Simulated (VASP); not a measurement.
Runs of VASP 6.6.1 on Al. The structure is that of space group Fd-3m (No. 227), or close to it. The cells are those of the table. 

| task | cell | k mesh for the DOS | occupations for the DOS | gap on the mesh (eV) | pressure (GPa) |
| --- | --- | --- | --- | --- | --- |
| single point | a = 3.225 Å, angles 60.0°, 2 atoms | - | - | none | 147.1 |
| single point | a = 3.646 Å, angles 60.0°, 2 atoms | - | - | none | (b) |
| single point | a = 3.101 Å, angles 60.0°, 2 atoms | - | - | none | 206.4 |
| single point | a = 4.138 Å, angles 60.0°, 2 atoms | - | - | none | (a) |
| single point | a = 3.449 Å, angles 60.0°, 2 atoms | - | - | none | 77.4 |

Alike in all rows: level LDA; potentials or basis VASP PAW LDA potentials, release 64 (Al); no spin polarisation; k mesh 12 × 12 × 12; cutoff (eV) 520; smearing fermi-dirac 0.08 eV.

Fill in the values left out.

(a) 2.4; (b) 41.2.

A gap of «none» marks levels without a gap at the run's occupations.
